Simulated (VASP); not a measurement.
Runs of VASP 6.6.1 on AlRu (rocksalt type). The structure is that of space group Fm-3m (No. 225), or close to it. The cells are those of the table. 

```csv
cell,gap on the mesh (eV),pressure (GPa)
"a = 3.378 Å, angles 60.0°, 2 atoms",none,(a)
"a = 2.888 Å, angles 60.0°, 2 atoms",none,299.8
"a = 3.273 Å, angles 60.0°, 2 atoms",none,51.3
"a = 3.525 Å, angles 60.0°, 2 atoms",none,0.0
"a = 3.453 Å, angles 60.0°, 2 atoms",none,(b)
"a = 3.160 Å, angles 60.0°, 2 atoms",none,94.2
"a = 3.038 Å, angles 60.0°, 2 atoms",none,163.6
```

Alike in all rows: task single point; level PBE; potentials or basis VASP PAW PBE potentials, release 64 (Ru_pv, Al); no spin polarisation; k mesh 14 × 14 × 14; cutoff (eV) 520; smearing fermi-dirac 0.1 eV.

Task: Fill in the values left out.

Result: (a) 24.0; (b) 10.1.

Caveats: the cell stands under pressure (at least some runs); an empty level that is flat over the whole mesh can mark a ghost state of the potentials, or a narrow d or f band (at least some runs).

A k mesh can miss the band edges, and the runs leave out spin-orbit coupling on Ru.

A gap of «none» marks levels without a gap at the run's occupations.
